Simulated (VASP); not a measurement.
Input of a VASP 6.6.1 run:

INCAR

```
PREC     = Accurate       # precision mode
ENCUT    = 520            # plane-wave cutoff, eV
EDIFF    = 1E-6           # SCF threshold, eV
ISMEAR   = -1             # smearing method
SIGMA    = 0.05           # smearing width, eV
LREAL    = False          # projectors in reciprocal space
LASPH    = True           # aspherical terms in the spheres
NELM     = 150            # most SCF steps
ALGO     = Normal         # electronic algorithm
ISIF     = 2              # what is computed and relaxed
LWAVE    = False          # write WAVECAR
LCHARG   = False          # write CHGCAR
LMAXMIX  = 4              # l up to which the mixer works
LDAU     = True           # DFT+U
LDAUTYPE = 2            
LDAUL    = 2              # shell
LDAUU    = 2              # U, eV
LDAUJ    = 0            
LDAUPRINT= 1            
NBANDS   = 12             # bands
```

The input KPOINTS:

```
Automatic mesh
0
Gamma
  11 11 11
```

POSCAR

```
Nb
1.0
    0.0000000000      2.0706484491      2.0706484491
    2.0706484491      0.0000000000      2.0706484491
    2.0706484491      2.0706484491      0.0000000000
Nb
1
Direct
    0.0000000000      0.0000000000      0.0000000000
```

Potentials or basis: VASP PAW LDA potentials, release 64 (Nb_sv).

The run is started by

```sh
$ cat potpaw_LDA.64/Nb_sv/POTCAR > POTCAR
$ mpirun -np 1 vasp_std > vasp.out
```

**Question.** What does it give for the pressure?

**Answer.** 5.1 GPa.

Eigenvalues of the final occupation matrices:
```
    site  spin  trace               eigenvalues
site 1 d     1   1.19  0.19 0.19 0.27 0.27 0.27
site 1 d     2   1.19  0.19 0.19 0.27 0.27 0.27
```

Caveat: U without spin polarisation on a metal has little footing; the U is typed as a test and isn't derived for this compound.
